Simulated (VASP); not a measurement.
Here is a VASP 6.6.1 calculation.

Contents of INCAR:

```
PREC     = Accurate       # precision mode
ENCUT    = 520            # plane-wave cutoff, eV
EDIFF    = 1E-6           # SCF threshold, eV
ISMEAR   = 1              # smearing method
SIGMA    = 0.15           # smearing width, eV
LREAL    = Auto         
LASPH    = True           # aspherical terms in the spheres
NELM     = 100            # most SCF steps
ALGO     = Normal         # electronic algorithm
ISIF     = 2              # what is computed and relaxed
LWAVE    = False          # write WAVECAR
LCHARG   = False          # write CHGCAR
GGA      = PE             # functional
NBANDS   = 80             # bands
```

Contents of KPOINTS:

```
regular mesh
0
Gamma
  2 2 2
```

Contents of POSCAR:

```
Ag7Br8
1.0
    0.0000000000      5.7265540000      5.7265540000
    5.7265540000      0.0000000000      5.7265540000
    5.7265540000      5.7265540000      0.0000000000
Br Ag
8 7
Direct
    0.2506051632      0.2515717131      0.2488872016
    0.2523146556      0.2527089590      0.7479083407
    0.2520342077      0.7491446863      0.2511457152
    0.2527844844      0.7497014784      0.7469462438
    0.7485626609      0.2523593596      0.2517981145
    0.7490775430      0.2527794202      0.7472062605
    0.7487532642      0.7493550222      0.2507810107
    0.7506273406      0.7506117990      0.7498844855
    0.0003600769      0.0012017699     -0.0007667788
    0.0008431772      0.0006970160      0.4992839498
    0.0007124704      0.5010323835     -0.0005881373
    0.0005248357      0.5009472538      0.4994348259
    0.5002787890      0.0010467901     -0.0005473623
    0.5009321487      0.5008504242     -0.0008694583
    0.5008376766      1.0009314502      0.4992375869
```

Potentials or basis: VASP PAW PBE potentials, release 64 (Br, Ag).

The run is started by

```sh
$ cat potpaw_PBE.64/Br/POTCAR potpaw_PBE.64/Ag/POTCAR > POTCAR
$ mpirun -np 1 vasp_std > vasp.out
```

Problem. Predict the largest force.

Solution. 0.013 eV/Å.

Problem. Estimate the pressure.

Solution. 0.8 GPa.

Problem. Predict the band gap on the k mesh.

Solution. Zero (an odd number of electrons rules out a gap without spin polarisation).

Forces on the atoms (eV/Å):
```
Br  -0.002  0.002  0.002
Br   0.000 -0.001 -0.011
Br   0.000 -0.010 -0.001
Br   0.011  0.001 -0.001
Br  -0.012 -0.003 -0.001
Br   0.000  0.013 -0.001
Br   0.000  0.000  0.011
Br  -0.001  0.001 -0.003
Ag   0.000  0.000  0.001
Ag   0.001  0.000  0.003
Ag   0.000 -0.001 -0.001
Ag   0.001 -0.001  0.001
Ag   0.000  0.001  0.002
Ag   0.001 -0.001 -0.001
Ag   0.002 -0.001 -0.001
```

Caveat: the k points lie up to 0.48 Å⁻¹ apart, too coarse for converged energies and pressures of a metal; an odd number of electrons without spin polarisation forces a metal; a magnetic or distorted state may lie lower.
